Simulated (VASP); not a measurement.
# Al2O3 (Corundum) (R-3c) in VASP: further runs

The runs below take Al2O3 (Corundum) through single point, relaxation of cell and atoms, with r2SCAN.

Program: VASP 6.6.1. These are calculated values, not measurements. Logs are shortened: lines on timing, memory, paths and dates and some standing lists are left out, and cuts for length are marked.

## (1) The cell of the first run

Symmetry: R-3c, No. 167, trigonal system. Conventional cell: a = 4.849 Å, b = 4.849 Å, c = 13.267 Å, α = 90.00°, β = 90.00°, γ = 120.00°. Al (site symmetry 3) has 6 O at 1.89 to 2.01 Å within 2.5 Å. O (site symmetry 2) has 4 Al at 1.89 to 2.01 Å within 2.5 Å.

## (2) Single point, r2SCAN (volume scaled by 1.06, then relaxed in part)

Contents of POSCAR:

```
Al2O3
1.0
    2.4245745811      1.3998287870      4.4224099754
   -2.4245745811      1.3998287870      4.4224099754
    0.0000000000     -2.7996575741      4.4224099754
Al O
4 6
Direct
    0.3520309613      0.3520309613      0.3520309613
    0.1479690387      0.1479690387      0.1479690387
    0.6479690387      0.6479690387      0.6479690387
    0.8520309613      0.8520309613      0.8520309613
    0.5557963269      0.9442036731      0.2500000000
    0.2500000000      0.5557963269      0.9442036731
    0.9442036731      0.2500000000      0.5557963269
    0.4442036731      0.0557963269      0.7500000000
    0.7500000000      0.4442036731      0.0557963269
    0.0557963269      0.7500000000      0.4442036731
```

Contents of INCAR.step1:

```
SYSTEM = Al2O3
PREC = Accurate ; ENCUT = 520
ISMEAR = 0 ; SIGMA = 0.02
LREAL = .FALSE. ; LASPH = .TRUE.
NELM = 100 ; NBANDS = 35
GGA = PE ; ALGO = Normal
EDIFF = 1E-4 ; LWAVE = .TRUE.
LCHARG = .FALSE.
```

Contents of INCAR.step2:

```
SYSTEM = Al2O3
PREC = Accurate ; ENCUT = 520
EDIFF = 1E-6 ; ISMEAR = 0
SIGMA = 0.02 ; LREAL = .FALSE.
LASPH = .TRUE. ; NELM = 100
ALGO = Normal ; ISIF = 2
LWAVE = .FALSE. ; LCHARG = .TRUE.
METAGGA = R2SCAN ; LMIXTAU = .TRUE.
LELF = .TRUE. ; LVHAR = .TRUE.
NBANDS = 35 ; ISTART = 1
```

Contents of KPOINTS:

```
regular mesh
0
G
  6 6 6
  0 0 0
```

Potentials or basis: VASP PAW PBE potentials, release 64 (Al, O).

Started as:

```bash
> cat potpaw_PBE.64/Al/POTCAR potpaw_PBE.64/O/POTCAR > POTCAR
> cp INCAR.step1 INCAR
> mpirun -np 1 vasp_std > vasp.out
> cp INCAR.step2 INCAR
> mpirun -np 1 vasp_std > vasp.out
```

OUTCAR:

```text
SYSTEM = Al2O3
   PREC = Accurate
   ENCUT = 520
   EDIFF = 1E-6
   ISMEAR = 0
   LREAL = .FALSE.
   LASPH = .TRUE.
   NELM = 100
   ISIF = 2
   METAGGA = R2SCAN
   ISTART = 1

 ion  position               nearest neighbor table
   1  0.352  0.352  0.352-   9 1.89   8 1.89  10 1.89   7 2.01   6 2.01   5 2.01   2 2.71   3 2.84
                             3 2.84   3 2.84   2 3.28   2 3.28   2 3.28
   2  0.148  0.148  0.148-  10 1.89   8 1.89   9 1.89   6 2.01   7 2.01   5 2.01   1 2.71   4 2.84
                             4 2.84   4 2.84   1 3.28   1 3.28   1 3.28
   3  0.648  0.648  0.648-   6 1.89   5 1.89   7 1.89  10 2.01   9 2.01   8 2.01   4 2.71   1 2.84
                             1 2.84   1 2.84   4 3.28   4 3.28   4 3.28
   4  0.852  0.852  0.852-   7 1.89   5 1.89   6 1.89   9 2.01  10 2.01   8 2.01   3 2.71   2 2.84
                             2 2.84   2 2.84   3 3.28   3 3.28   3 3.28
   5  0.556  0.944  0.250-   3 1.89   4 1.89   1 2.01   2 2.01
   6  0.250  0.556  0.944-   3 1.89   4 1.89   2 2.01   1 2.01
   7  0.944  0.250  0.556-   4 1.89   3 1.89   1 2.01   2 2.01
   8  0.444  0.056  0.750-   1 1.89   2 1.89   3 2.01   4 2.01
   9  0.750  0.444  0.056-   1 1.89   2 1.89   4 2.01   3 2.01
  10  0.056  0.750  0.444-   2 1.89   1 1.89   3 2.01   4 2.01

  LATTYP: Found a trigonal (rhomboedric) cell.
 ALAT       =     5.2340990173
 COS(alpha) =     0.5708419901

  Lattice vectors:

 A1 = (   2.4245745811,   1.3998287870,   4.4224099754)
 A2 = (  -2.4245745811,   1.3998287870,   4.4224099754)
 A3 = (   0.0000000000,  -2.7996575741,   4.4224099754)

Analysis of symmetry for initial positions (statically):
=====================================================================
 Subroutine PRICEL returns:
 Original cell was already a primitive cell.

 Routine SETGRP: Setting up the symmetry group for a
 trigonal (rhombohedral) supercell.

 Subroutine GETGRP returns: Found 12 space group operations
 (whereof  6 operations were pure point group operations)
 out of a pool of 12 trial point group operations.

The static configuration has the point symmetry S_6 .
 The point group associated with its full space group is D_3d.

Analysis of symmetry for dynamics (positions and initial velocities):
=====================================================================
 Subroutine PRICEL returns:
 Original cell was already a primitive cell.

 Routine SETGRP: Setting up the symmetry group for a
 trigonal (rhombohedral) supercell.

 Subroutine GETGRP returns: Found 12 space group operations
 (whereof  6 operations were pure point group operations)
 out of a pool of 12 trial point group operations.

The dynamic configuration has the point symmetry S_6 .
 The point group associated with its full space group is D_3d.

 Subroutine INISYM returns: Found 12 space group operations
 (whereof  6 operations are pure point group operations),
 and found     1 'primitive' translations

----------------------------------------------------------------------------------------

                                     Primitive cell

  volume of cell :      90.0577

  direct lattice vectors                    reciprocal lattice vectors
     2.424574581  1.399828787  4.422409975     0.206221745  0.119062180  0.075373684
    -2.424574581  1.399828787  4.422409975    -0.206221745  0.119062180  0.075373684
     0.000000000 -2.799657574  4.422409975     0.000000000 -0.238124360  0.075373684

  length of vectors
     5.234099017  5.234099017  5.234099017     0.249768699  0.249768699  0.249768699

  position of ions in fractional coordinates (direct lattice)
     0.352030961  0.352030961  0.352030961
     0.147969039  0.147969039  0.147969039
     0.647969039  0.647969039  0.647969039
     0.852030961  0.852030961  0.852030961
     0.555796327  0.944203673  0.250000000
     0.250000000  0.555796327  0.944203673
     0.944203673  0.250000000  0.555796327
     0.444203673  0.055796327  0.750000000
     0.750000000  0.444203673  0.055796327
     0.055796327  0.750000000  0.444203673

  ion indices of the primitive-cell ions
   primitive index   ion index
                 1           1
                 2           2
                 3           3
                 4           4
                 5           5
                 6           6
                 7           7
                 8           8
                 9           9
                10          10

----------------------------------------------------------------------------------------

 KPOINTS: regular mesh

Automatic generation of k-mesh.
 Grid dimensions read from file:
 generate k-points for:    6    6    6

 Generating k-lattice:

  Cartesian coordinates                     Fractional coordinates (reciprocal lattice)
     0.034370291  0.019843697  0.012562281     0.166666667  0.000000000  0.000000000
    -0.034370291  0.019843697  0.012562281     0.000000000  0.166666667  0.000000000
     0.000000000 -0.039687393  0.012562281     0.000000000  0.000000000  0.166666667

  Length of vectors
     0.041628116  0.041628116  0.041628116

  Shift w.r.t. Gamma in fractional coordinates (k-lattice)
     0.000000000  0.000000000  0.000000000

 Subroutine IBZKPT returns following result:
 ===========================================

 Found     32 irreducible k-points:

 Following reciprocal coordinates:
            Coordinates               Weight
  0.000000  0.000000  0.000000      1.000000
  0.166667 -0.000000 -0.000000      6.000000
  0.333333 -0.000000 -0.000000      6.000000
  0.500000 -0.000000  0.000000      3.000000
  0.166667  0.166667 -0.000000      6.000000
  0.333333  0.166667 -0.000000     12.000000
[... 16 lines left out ...]
  0.500000  0.500000  0.166667      6.000000
 -0.333333  0.500000  0.166667     12.000000
 [... further k-points ...]
   k-points           NKPTS =     32   k-points in BZ     NKDIM =     32   number of bands    NBANDS=     35
   number of dos      NEDOS =    301   number of ions     NIONS =     10
   total plane-waves  NPLWV =  64000
   dimension x,y,z NGX =    40 NGY =   40 NGZ =   40
   dimension x,y,z NGXF=    80 NGYF=   80 NGZF=   80
   ions per type =               4   6
   NGX,Y,Z   is equivalent  to a cutoff of  12.70, 12.70, 12.70 a.u.
   NGXF,Y,Z  is equivalent  to a cutoff of  25.41, 25.41, 25.41 a.u.
 SYSTEM =  Al2O3
   PREC   = accura    normal or accurate (medium, high low for compatibility)
   ISTART =      1    job   : 0-new  1-cont  2-samecut
   ICHARG =      0    charge: 1-file 2-atom 10-const
   ISPIN  =      1    spin polarized calculation?
   LNONCOLLINEAR =      F non collinear calculations
   LSORBIT =      F    spin-orbit coupling
   LASPH  =      T    aspherical Exc in radial PAW
   ENCUT  =  520.0 eV  38.22 Ry    6.18 a.u.   9.73  9.73  9.73*2*pi/ulx,y,z
   NELM   =    100;   NELMIN=  2; NELMDL=  0     # of ELM steps
   EDIFF  = 0.1E-05   stopping-criterion for ELM
   LREAL  =      F    real-space projection
   EDIFFG = 0.1E-04   stopping-criterion for IOM
   NSW    =      0    number of steps for IOM
   IBRION =     -1    ionic relax: 0-MD 1-quasi-New 2-CG
   NFREE  =      0    steps in history (QN), initial steepest desc. (CG)
   ISIF   =      2    stress and relaxation
   ISYM   =      2    0-nonsym 1-usesym 2-fastsym
   POTIM  = 0.5000    time-step for ionic-motion
   TEBEG  =    0.0;   TEEND  =   0.0 temperature during run
   PSTRESS=    0.0 pullay stress
   NELECT =      48.0000    total number of electrons
   NUPDOWN=      -1.0000    fix difference up-down
   EMIN   =  10.00;   EMAX   =-10.00  energy-range for DOS
   EFERMI =   0.00;   METHOD = LEGACY
   ISMEAR =     0;   SIGMA  =   0.02  broadening in eV -4-tet -1-fermi 0-gaus
   EFERMI_NEDOS =   21; number of points for ismear=-14 and -15
   IALGO  =     38    algorithm
   IMIX   =      4    mixing-type and parameters
     AMIX     =   0.40;   BMIX     =  1.00
     AMIX_MAG =   1.60;   BMIX_MAG =  1.00
  volume/ion in A,a.u.               =       9.01        60.77
  Fermi-wavevector in a.u.,A,eV,Ry     =   1.327338  2.508306 23.971116  1.761827
  Thomas-Fermi vector in A             =   2.456658
   LORBIT       =      0    0 simple, 1 ext, 2 COOP (PROOUT), +10 PAW based schemes
   METAGGA = R2SCAN    functional components
   LHFCALC =     F    Hartree Fock is set to
   AEXX    =    0.0000 exact exchange contribution
   IVDW    =     0    specifies the selected vdW correction
   LEPSILON=     F    determine dielectric tensor
   LRPA    =     F    only Hartree local field effects (RPA)
 non-spin polarized calculation
 Gauss-broadening in eV      SIGMA  =   0.02
  energy-cutoff  :      520.00
  volume of cell :       90.06
 maximum number of plane-waves:      2448
   NGX = 19   NGY = 19   NGZ = 19

 number of electron      47.9999997 magnetization

 Free energy of the ion-electron system (eV)
  ---------------------------------------------------
  ext. energy  EPLUGINS =         0.00000000
  ---------------------------------------------------
  free energy    TOTEN  =       -96.03806570 eV

  energy without entropy =      -96.03806570  energy(sigma->0) =      -96.03806570

 E-fermi :   5.1827     XC(G=0): -11.9302

 val. band max:        5.0832007797   @ k =   0.0000   0.0000   0.0000
 cond. band min:      11.5122010286   @ k =   0.0000   0.0000   0.0000
 fundamental gap:      6.4290002488
 Fermi energy:         5.1826699647

 k-point     1 :       0.0000    0.0000    0.0000
  band No.  band energies     occupation
      1     -14.6671      2.00000
      2     -12.6010      2.00000
      3     -12.3448      2.00000
      4     -12.3448      2.00000
      5     -12.0560      2.00000
      6     -12.0560      2.00000
[... 27 lines left out ...]
     34      19.1622      0.00000
     35      20.3464      0.00000
[... 843 lines left out ...]
      5     -12.2227      2.00000
      6     -12.0406      2.00000
[... 27 lines left out ...]
     34      19.1687      0.00000
     35      19.2692      0.00000

 [... further k-points ...]

------------------------ aborting loop because EDIFF is reached ----------------------------------------

  FORCE on cell =-STRESS in cart. coord.  units (eV):
  Direction    XX          YY          ZZ          XY          YZ          ZX
  --------------------------------------------------------------------------------------
  -------------------------------------------------------------------------------------
  Total       -7.7552260     -7.7552260     -7.8101894      0.0000000      0.0000000      0.0000000
  in kB     -137.9698907   -137.9698907   -138.9477204      0.0000000      0.0000000      0.0000000
  external PRESSURE =    -138.2958339 kB  Pullay stress =       0.0000000 kB

 VOLUME and BASIS-vectors are now :
 -----------------------------------------------------------------------------
  energy-cutoff  :      520.00
  volume of cell :       90.06
      direct lattice vectors                 reciprocal lattice vectors
     2.424574581  1.399828787  4.422409975     0.206221745  0.119062180  0.075373684
    -2.424574581  1.399828787  4.422409975    -0.206221745  0.119062180  0.075373684
     0.000000000 -2.799657574  4.422409975     0.000000000 -0.238124360  0.075373684

 POSITION                                       TOTAL-FORCE (eV/Angst)
 -----------------------------------------------------------------------------------
      0.00000     -0.00000      4.67048         0.000000      0.000000     -0.017779
      0.00000     -0.00000      1.96314         0.000000     -0.000000      0.017779
      0.00000     -0.00000      8.59675         0.000000     -0.000000      0.017779
      0.00000     -0.00000     11.30409         0.000000      0.000000     -0.017779
     -0.94172      1.39983      7.73922        -0.013718     -0.000000      0.000000
     -0.74143     -1.51547      7.73922         0.006859     -0.011880      0.000000
      1.68315      0.11564      7.73922         0.006859      0.011880      0.000000
      0.94172     -1.39983      5.52801         0.013718      0.000000      0.000000
      0.74143      1.51547      5.52801        -0.006859      0.011880      0.000000
     -1.68315     -0.11564      5.52801        -0.006859     -0.011880      0.000000
 -----------------------------------------------------------------------------------
    total drift:                                0.000000     -0.000000      0.000000

  FREE ENERGIE OF THE ION-ELECTRON SYSTEM (eV)
  ---------------------------------------------------
  free  energy   TOTEN  =       -96.0380656952 eV

  energy  without entropy=      -96.0380656952  energy(sigma->0) =      -96.03806570
```

Run time: 3 min. Hardware: 1 thread of Intel Xeon 6975P-C (Granite Rapids), shared host; peak memory 0.28 GiB.

What came out:

```yaml
Free_energy: -96.0381 eV
Pressure: -13.8 GPa
Largest_force: 0.018 eV/Å
Band_gap_on_the_k_mesh: 6.43 eV, direct
```

Forces in eV/Å, atoms in the order of the input:
```
Al   0.000  0.000 -0.018
Al   0.000  0.000  0.018
Al   0.000  0.000  0.018
Al   0.000  0.000 -0.018
O   -0.014  0.000  0.000
O    0.007 -0.012  0.000
O    0.007  0.012  0.000
O    0.014  0.000  0.000
O   -0.007  0.012  0.000
O   -0.007 -0.012  0.000
```

Caveat: the PAW data sets were made with another functional, which shifts forces and pressure a little.

(Part 1 of 2 ends here.)
